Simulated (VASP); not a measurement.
A run of VASP 6.6.1 is set up as follows.

The input INCAR:

```
SYSTEM = Na
ALGO = Normal
EDIFF = 1E-8
ENCUT = 550
GGA_COMPAT = .FALSE.
IBRION = 6
ISIF = 3
ISMEAR = -1
KPAR = 4
LASPH = .TRUE.
LCHARG = .TRUE.
LMIXTAU = .TRUE.
LREAL = .FALSE.
LWAVE = .FALSE.
METAGGA = R2SCAN
NELM = 120
NFREE = 2
NSW = 1
POTIM = 0.015
PREC = Accurate
SIGMA = 0.1
```

Contents of KPOINTS:

```
k-points
0
G
  18 18 18
  0 0 0
```

File POSCAR:

```
Na
1.0
   -1.7161777590      1.7161777590      1.7161777590
    1.7161777590     -1.7161777590      1.7161777590
    1.7161777590      1.7161777590     -1.7161777590
Na
1
Direct
    0.0000000000      0.0000000000      0.0000000000
```

Potentials or basis: VASP PAW PBE potentials, release 64 (Na_pv).

Command:

```console
$ cat potpaw_PBE.64/Na_pv/POTCAR > POTCAR
$ mpirun -np 4 vasp_std > vasp.out
```

Task: Predict the elastic constants C11, C12, C44.

Result: 43, 36, 14 GPa.

Task: Predict the Voigt bulk modulus.

Result: 38 GPa.

Clamped-ion elastic tensor (GPa):
```
43 36 36  0  0  0
36 43 36  0  0  0
36 36 43  0  0  0
 0  0  0 14  0  0
 0  0  0  0 14  0
 0  0  0  0  0 14
```

Caveat: the cell is under stress, which shifts elastic constants; the PAW data sets were made with another functional, which shifts forces and pressure a little.
